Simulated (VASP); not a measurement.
Runs of VASP 6.6.1 on HfO2. The structure is that of space group P4_2/nmc (No. 137), or close to it. The cells are those of the table. 

```csv
cell,gap on the mesh (eV),pressure (GPa),largest force (eV/Å)
"a = 3.612, b = 3.612, c = 5.254 Å, 6 atoms",4.62,-3.1,0.03
"a = 3.720, b = 3.720, c = 5.410 Å, 6 atoms",4.31,-15.4,0.01
"a = 3.577, b = 3.577, c = 5.202 Å, 6 atoms",(b),2.5,0.03
"a = 3.684, b = 3.684, c = 5.358 Å, 6 atoms",(a),-12.0,0.02
"a = 3.648, b = 3.648, c = 5.306 Å, 6 atoms",4.51,-7.9,0.02
"a = 3.505, b = 3.505, c = 5.098 Å, 6 atoms",4.65,16.7,0.04
"a = 3.541, b = 3.541, c = 5.150 Å, 6 atoms",4.72,9.1,0.04
```

Alike in all rows: task single point; level PBE; potentials or basis VASP PAW PBE potentials, release 64 (Hf_pv, O); no spin polarisation; k mesh 8 × 8 × 6; cutoff (eV) 520; smearing fermi-dirac 0.02 eV.

Question: Fill in the values left out.

Answer: (a) 4.41; (b) 4.71.

Caveats: spin-orbit coupling is left out, which moves the levels of the heavy elements.

A k mesh can miss the band edges, and the runs leave out spin-orbit coupling on Hf.
